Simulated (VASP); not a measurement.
# C (P6_3/mmc) in VASP: further runs

Runs on C. Level: r2SCAN. Tasks: single point.

Program: VASP 6.6.1. These are calculated values, not measurements. Logs are shortened: lines on timing, memory, paths and dates and some standing lists are left out, and cuts for length are marked.

## Step 1: The cell of the first run

It takes space group P6_3/mmc (No. 194, hexagonal). Conventional cell: a = 2.458 Å, b = 2.458 Å, c = 8.112 Å, α = 90.00°, β = 90.00°, γ = 120.00°. Within 2.0 Å of C (site symmetry 3m) lie 4 C at 1.51 Å. Within 2.0 Å of C (site symmetry 3m) lie 4 C at 1.51 to 1.53 Å.

## Step 2: Single point, r2SCAN (5.31 Å³/atom)

Input file POSCAR:

```
C
1.0
    2.4584297621      0.0000000000      0.0000000000
   -1.2292148810      2.1290626274      0.0000000000
    0.0000000000      0.0000000000      8.1124413519
C
8
Direct
    0.0000000000      0.0000000000      0.0929185304
    0.0000000000      0.0000000000      0.5929185304
    0.0000000000      0.0000000000      0.4070814696
    0.0000000000      0.0000000000      0.9070814696
    0.3333333333      0.6666666667      0.1556018865
    0.6666666667      0.3333333333      0.6556018865
    0.3333333333      0.6666666667      0.3443981135
    0.6666666667      0.3333333333      0.8443981135
```

Input file INCAR.step1:

```
ALGO = Normal
EDIFF = 1E-4
ENCUT = 520
GGA = PE
ISMEAR = 0
LASPH = True
LCHARG = False
LREAL = False
LWAVE = True
NBANDS = 26
NELM = 60
PREC = Accurate
SIGMA = 0.02
```

Input file INCAR.step2:

```
ALGO = Normal
EDIFF = 1E-7
ENCUT = 520
ISIF = 2
ISMEAR = 0
ISTART = 1
LASPH = True
LCHARG = False
LMIXTAU = True
LREAL = False
LWAVE = False
METAGGA = R2SCAN
NBANDS = 26
NELM = 60
PREC = Accurate
SIGMA = 0.02
```

Input file KPOINTS:

```
k-points
0
Gamma
  12 12 4
```

Potentials or basis: VASP PAW PBE potentials, release 64 (C).

Run with:

```
$ cat potpaw_PBE.64/C/POTCAR > POTCAR
$ cp INCAR.step1 INCAR
$ mpirun -np 1 vasp_std > vasp.out
$ cp INCAR.step2 INCAR
$ mpirun -np 1 vasp_std > vasp.out
```

OUTCAR:

```text
EDIFF = 1E-7
   ENCUT = 520
   ISIF = 2
   ISMEAR = 0
   ISTART = 1
   LASPH = True
   LREAL = False
   METAGGA = R2SCAN
   NELM = 60
   PREC = Accurate

 ion  position               nearest neighbor table
   1  0.000  0.000  0.093-   4 1.51   5 1.51   5 1.51   5 1.51
   2  0.000  0.000  0.593-   3 1.51   6 1.51   6 1.51   6 1.51
   3  0.000  0.000  0.407-   2 1.51   7 1.51   7 1.51   7 1.51
   4  0.000  0.000  0.907-   1 1.51   8 1.51   8 1.51   8 1.51
   5  0.333  0.667  0.156-   1 1.51   1 1.51   1 1.51   7 1.53
   6  0.667  0.333  0.656-   2 1.51   2 1.51   2 1.51   8 1.53
   7  0.333  0.667  0.344-   3 1.51   3 1.51   3 1.51   5 1.53
   8  0.667  0.333  0.844-   4 1.51   4 1.51   4 1.51   6 1.53

  LATTYP: Found a hexagonal cell.
 ALAT       =     2.4584297621
 C/A-ratio  =     3.2998467058

  Lattice vectors:

 A1 = (   2.4584297621,   0.0000000000,   0.0000000000)
 A2 = (  -1.2292148810,   2.1290626274,   0.0000000000)
 A3 = (   0.0000000000,   0.0000000000,   8.1124413519)

Analysis of symmetry for initial positions (statically):
=====================================================================
 Subroutine PRICEL returns:
 Original cell was already a primitive cell.

 Routine SETGRP: Setting up the symmetry group for a
 hexagonal supercell.

 Subroutine GETGRP returns: Found 24 space group operations
 (whereof 12 operations were pure point group operations)
 out of a pool of 24 trial point group operations.

The static configuration has the point symmetry D_3d.
 The point group associated with its full space group is D_6h.

Analysis of symmetry for dynamics (positions and initial velocities):
=====================================================================
 Subroutine PRICEL returns:
 Original cell was already a primitive cell.

 Routine SETGRP: Setting up the symmetry group for a
 hexagonal supercell.

 Subroutine GETGRP returns: Found 24 space group operations
 (whereof 12 operations were pure point group operations)
 out of a pool of 24 trial point group operations.

The dynamic configuration has the point symmetry D_3d.
 The point group associated with its full space group is D_6h.

 Subroutine INISYM returns: Found 24 space group operations
 (whereof 12 operations are pure point group operations),
 and found     1 'primitive' translations

----------------------------------------------------------------------------------------

                                     Primitive cell

  volume of cell :      42.4617

  direct lattice vectors                    reciprocal lattice vectors
     2.458429762  0.000000000  0.000000000     0.406763706  0.234845135  0.000000000
    -1.229214881  2.129062627  0.000000000     0.000000000  0.469690270  0.000000000
     0.000000000  0.000000000  8.112441352     0.000000000  0.000000000  0.123267455

  length of vectors
     2.458429762  2.458429762  8.112441352     0.469690270  0.469690270  0.123267455

  position of ions in fractional coordinates (direct lattice)
     0.000000000  0.000000000  0.092918530
     0.000000000  0.000000000  0.592918530
     0.000000000  0.000000000  0.407081470
     0.000000000  0.000000000  0.907081470
     0.333333333  0.666666667  0.155601887
     0.666666667  0.333333333  0.655601887
     0.333333333  0.666666667  0.344398113
     0.666666667  0.333333333  0.844398113

  ion indices of the primitive-cell ions
   primitive index   ion index
                 1           1
                 2           2
                 3           3
                 4           4
                 5           5
                 6           6
                 7           7
                 8           8

----------------------------------------------------------------------------------------

 KPOINTS: k-points

Automatic generation of k-mesh.
 Grid dimensions read from file:
 generate k-points for:   12   12    4

 Generating k-lattice:

  Cartesian coordinates                     Fractional coordinates (reciprocal lattice)
     0.033896975  0.019570428  0.000000000     0.083333333  0.000000000  0.000000000
     0.000000000  0.039140856  0.000000000     0.000000000  0.083333333  0.000000000
     0.000000000  0.000000000  0.030816864     0.000000000  0.000000000  0.250000000

  Length of vectors
     0.039140856  0.039140856  0.030816864

  Shift w.r.t. Gamma in fractional coordinates (k-lattice)
     0.000000000  0.000000000  0.000000000

 Subroutine IBZKPT returns following result:
 ===========================================

 Found     57 irreducible k-points:

 Following reciprocal coordinates:
            Coordinates               Weight
  0.000000  0.000000  0.000000      1.000000
  0.083333 -0.000000  0.000000      6.000000
  0.166667 -0.000000  0.000000      6.000000
  0.250000 -0.000000  0.000000      6.000000
  0.333333 -0.000000  0.000000      6.000000
  0.416667 -0.000000  0.000000      6.000000
[... 16 lines left out ...]
  0.250000 -0.000000  0.250000     12.000000
  0.333333 -0.000000  0.250000     12.000000
 [... further k-points ...]
   k-points           NKPTS =     57   k-points in BZ     NKDIM =     57   number of bands    NBANDS=     26
   number of dos      NEDOS =    301   number of ions     NIONS =      8
   total plane-waves  NPLWV =  19440
   dimension x,y,z NGX =    18 NGY =   18 NGZ =   60
   dimension x,y,z NGXF=    36 NGYF=   36 NGZF=  120
   ions per type =               8
   NGX,Y,Z   is equivalent  to a cutoff of  12.17, 12.17, 12.30 a.u.
   NGXF,Y,Z  is equivalent  to a cutoff of  24.34, 24.34, 24.59 a.u.
 SYSTEM =  unknown system
   PREC   = accura    normal or accurate (medium, high low for compatibility)
   ISTART =      1    job   : 0-new  1-cont  2-samecut
   ICHARG =      0    charge: 1-file 2-atom 10-const
   ISPIN  =      1    spin polarized calculation?
   LNONCOLLINEAR =      F non collinear calculations
   LSORBIT =      F    spin-orbit coupling
   LASPH  =      T    aspherical Exc in radial PAW
   ENCUT  =  520.0 eV  38.22 Ry    6.18 a.u.   4.57  4.57 15.08*2*pi/ulx,y,z
   NELM   =     60;   NELMIN=  2; NELMDL=  0     # of ELM steps
   EDIFF  = 0.1E-06   stopping-criterion for ELM
   LREAL  =      F    real-space projection
   EDIFFG = 0.1E-05   stopping-criterion for IOM
   NSW    =      0    number of steps for IOM
   IBRION =     -1    ionic relax: 0-MD 1-quasi-New 2-CG
   NFREE  =      0    steps in history (QN), initial steepest desc. (CG)
   ISIF   =      2    stress and relaxation
   ISYM   =      2    0-nonsym 1-usesym 2-fastsym
   POTIM  = 0.5000    time-step for ionic-motion
   TEBEG  =    0.0;   TEEND  =   0.0 temperature during run
   PSTRESS=    0.0 pullay stress
   NELECT =      32.0000    total number of electrons
   NUPDOWN=      -1.0000    fix difference up-down
   EMIN   =  10.00;   EMAX   =-10.00  energy-range for DOS
   EFERMI =   0.00;   METHOD = LEGACY
   ISMEAR =     0;   SIGMA  =   0.02  broadening in eV -4-tet -1-fermi 0-gaus
   EFERMI_NEDOS =   21; number of points for ismear=-14 and -15
   IALGO  =     38    algorithm
   IMIX   =      4    mixing-type and parameters
     AMIX     =   0.40;   BMIX     =  1.00
     AMIX_MAG =   1.60;   BMIX_MAG =  1.00
  volume/ion in A,a.u.               =       5.31        35.82
  Fermi-wavevector in a.u.,A,eV,Ry     =   1.489792  2.815298 30.197850  2.219479
  Thomas-Fermi vector in A             =   2.602655
   LORBIT       =      0    0 simple, 1 ext, 2 COOP (PROOUT), +10 PAW based schemes
   METAGGA = R2SCAN    functional components
   LHFCALC =     F    Hartree Fock is set to
   AEXX    =    0.0000 exact exchange contribution
   IVDW    =     0    specifies the selected vdW correction
   LEPSILON=     F    determine dielectric tensor
   LRPA    =     F    only Hartree local field effects (RPA)
 non-spin polarized calculation
 Gauss-broadening in eV      SIGMA  =   0.02
  energy-cutoff  :      520.00
  volume of cell :       42.46
 maximum number of plane-waves:      1166
   NGX =  9   NGY =  9   NGZ = 31

 number of electron      31.9999993 magnetization

 Free energy of the ion-electron system (eV)
  ---------------------------------------------------
  ext. energy  EPLUGINS =         0.00000000
  ---------------------------------------------------
  free energy    TOTEN  =       -78.26689977 eV

  energy without entropy =      -78.26689977  energy(sigma->0) =      -78.26689977

 E-fermi :  10.9955     XC(G=0): -14.6233

 val. band max:       10.8638683204   @ k =   0.0000   0.0000   0.0000
 cond. band min:      15.7933062765   @ k =   0.4167  -0.0000   0.0000
 fundamental gap:      4.9294379561
 Fermi energy:        10.9954517322

 k-point     1 :       0.0000    0.0000    0.0000
  band No.  band energies     occupation
      1     -12.9487      2.00000
      2     -11.1519      2.00000
      3     -11.0431      2.00000
      4      -6.7227      2.00000
      5      -4.1368      2.00000
      6       3.2126      2.00000
[... 18 lines left out ...]
     25      20.0932      0.00000
     26      20.5312      0.00000

 k-point     2 :       0.0833   -0.0000    0.0000
  band No.  band energies     occupation
      1     -12.7608      2.00000
      2     -10.9667      2.00000
      3     -10.8587      2.00000
      4      -6.5545      2.00000
      5      -3.9622      2.00000
      6       3.3081      2.00000
[... 18 lines left out ...]
     25      20.4995      0.00000
     26      21.0256      0.00000

 k-point     3 :       0.1667   -0.0000    0.0000
  band No.  band energies     occupation
      1     -12.1994      2.00000
      2     -10.4132      2.00000
      3     -10.3081      2.00000
      4      -6.0516      2.00000
      5      -3.4513      2.00000
      6       3.5084      2.00000
[... 572 lines left out ...]
 k-point    23 :       0.2500   -0.0000    0.2500
  band No.  band energies     occupation
      1     -11.1561      2.00000
      2     -10.2418      2.00000
      3      -8.4496      2.00000
      4      -6.0081      2.00000
      5      -1.7280      2.00000
      6       1.5755      2.00000
[... 18 lines left out ...]
     25      22.0833      0.00000
     26      23.7474      0.00000

 k-point    24 :       0.3333   -0.0000    0.2500
  band No.  band energies     occupation
      1      -9.8787      2.00000
      2      -8.9787      2.00000
      3      -7.2246      2.00000
      4      -4.8589      2.00000
      5      -1.5129      2.00000
      6      -0.4225      2.00000
[... 18 lines left out ...]
     25      22.4038      0.00000
     26      24.4337      0.00000

 [... further k-points ...]

------------------------ aborting loop because EDIFF is reached ----------------------------------------

  FORCE on cell =-STRESS in cart. coord.  units (eV):
  Direction    XX          YY          ZZ          XY          YZ          ZX
  --------------------------------------------------------------------------------------
  -------------------------------------------------------------------------------------
  Total        8.6507812      8.6507812      8.6422593      0.0000000     -0.0000000      0.0000000
  in kB      326.4134889    326.4134889    326.0919400      0.0000000     -0.0000000      0.0000000
  external PRESSURE =     326.3063060 kB  Pullay stress =       0.0000000 kB

 VOLUME and BASIS-vectors are now :
 -----------------------------------------------------------------------------
  energy-cutoff  :      520.00
  volume of cell :       42.46
      direct lattice vectors                 reciprocal lattice vectors
     2.458429762  0.000000000  0.000000000     0.406763706  0.234845135  0.000000000
    -1.229214881  2.129062627  0.000000000     0.000000000  0.469690270  0.000000000
     0.000000000  0.000000000  8.112441352     0.000000000  0.000000000  0.123267455

 POSITION                                       TOTAL-FORCE (eV/Angst)
 -----------------------------------------------------------------------------------
      0.00000      0.00000      0.75380        -0.000000     -0.000000     -0.004830
      0.00000      0.00000      4.81002         0.000000      0.000000     -0.004830
      0.00000      0.00000      3.30242        -0.000000     -0.000000      0.004830
      0.00000      0.00000      7.35865        -0.000000      0.000000      0.004830
     -0.00000      1.41938      1.26231        -0.000000     -0.000000      0.006760
      1.22921      0.70969      5.31853         0.000000     -0.000000      0.006760
     -0.00000      1.41938      2.79391         0.000000      0.000000     -0.006760
      1.22921      0.70969      6.85013         0.000000      0.000000     -0.006760
 -----------------------------------------------------------------------------------
    total drift:                               -0.000000      0.000000      0.000000

  FREE ENERGIE OF THE ION-ELECTRON SYSTEM (eV)
  ---------------------------------------------------
  free  energy   TOTEN  =       -78.2668997728 eV

  energy  without entropy=      -78.2668997728  energy(sigma->0) =      -78.26689977
```

Run time: 97 s. Hardware: 1 thread of Intel Xeon 6975P-C (Granite Rapids), shared host; peak memory 0.17 GiB.

Results:

```
Free energy            : -78.2669 eV
Pressure               : 32.6 GPa
Largest force          : 0.007 eV/Å
Band gap on the k mesh : 4.93 eV (least direct gap 5.67 eV)
```

Forces in eV/Å, atoms in the order of the input:
```
C    0.000  0.000 -0.005
C    0.000  0.000 -0.005
C    0.000  0.000  0.005
C    0.000  0.000  0.005
C    0.000  0.000  0.007
C    0.000  0.000  0.007
C    0.000  0.000 -0.007
C    0.000  0.000 -0.007
```

Caveat: the cell stands under pressure; the PAW data sets were made with another functional, which shifts forces and pressure a little. A k mesh can miss the band edges.

## Step 3: Single point, r2SCAN (5.48 Å³/atom)

This run uses another cell than the first one, of 5.48 Å³/atom.

Input file POSCAR:

```
C
1.0
    2.4843808255      0.0000000000      0.0000000000
   -1.2421904127      2.1515369075      0.0000000000
    0.0000000000      0.0000000000      8.1973734961
C
8
Direct
    0.0000000000      0.0000000000      0.0929299815
    0.0000000000      0.0000000000      0.5929299815
    0.0000000000      0.0000000000      0.4070700185
    0.0000000000      0.0000000000      0.9070700185
    0.3333333333      0.6666666667      0.1555471064
    0.6666666667      0.3333333333      0.6555471064
    0.3333333333      0.6666666667      0.3444528936
    0.6666666667      0.3333333333      0.8444528936
```

Input file INCAR.step1:

```
SYSTEM = C
  ALGO = Normal
  EDIFF = 1E-4
  ENCUT = 520
  GGA = PE
  ISMEAR = 0
  LASPH = .TRUE.
  LCHARG = .FALSE.
  LREAL = .FALSE.
  LWAVE = .TRUE.
  NBANDS = 26
  NELM = 60
  PREC = Accurate
  SIGMA = 0.02
```

Input file INCAR.step2:

```
SYSTEM = C
  ALGO = Normal
  EDIFF = 1E-7
  ENCUT = 520
  ISIF = 2
  ISMEAR = 0
  ISTART = 1
  LASPH = .TRUE.
  LCHARG = .FALSE.
  LMIXTAU = .TRUE.
  LREAL = .FALSE.
  LWAVE = .FALSE.
  METAGGA = R2SCAN
  NBANDS = 26
  NELM = 60
  PREC = Accurate
  SIGMA = 0.02
```

Input file KPOINTS:

```
k-points
0
G
  12 12 4
  0 0 0
```

Potentials or basis: VASP PAW PBE potentials, release 64 (C).

Run with:

```
$ cat potpaw_PBE.64/C/POTCAR > POTCAR
$ cp INCAR.step1 INCAR
$ mpirun -np 1 vasp_std > vasp.out
$ cp INCAR.step2 INCAR
$ mpirun -np 1 vasp_std > vasp.out
```

Wall time 98 s (1 thread of Intel Xeon 6975P-C (Granite Rapids), shared host); peak memory 0.18 GiB.

The run converged. Its results:

```
Free energy            : -78.4727 eV
Pressure               : 15.8 GPa
Largest force          : 0.009 eV/Å
Band gap on the k mesh : 4.85 eV (least direct gap 5.61 eV)
```

Forces on the atoms (eV/Å):
```
C    0.000  0.000 -0.004
C    0.000  0.000 -0.004
C    0.000  0.000  0.004
C    0.000  0.000  0.004
C    0.000  0.000  0.009
C    0.000  0.000  0.009
C    0.000  0.000 -0.009
C    0.000  0.000 -0.009
```

Stress tensor (GPa, compression positive):
```
15.80  0.00  0.00
 0.00 15.80  0.00
 0.00  0.00 15.70
```

Levels at points of the mesh, in eV from the valence-band top:
```
           k point  band 13  band 14  band 15  band 16  band 17  band 18  band 19  band 20
(0.00, 0.00, 0.00)    -1.91    -0.26     0.00     0.00     5.61     5.61     5.80     7.59
(0.50, 0.00, 0.00)    -5.41    -5.13    -4.03    -3.26     4.92     5.95     6.41     6.44
(0.00, 0.00, 0.50)    -0.72    -0.72    -0.72    -0.72     6.46     6.46     6.46     6.46
(0.50, 0.00, 0.50)    -5.17    -5.17    -4.02    -4.02     5.29     5.29     7.47     7.47
```

Caveat: the cell stands under pressure; the PAW data sets were made with another functional, which shifts forces and pressure a little.
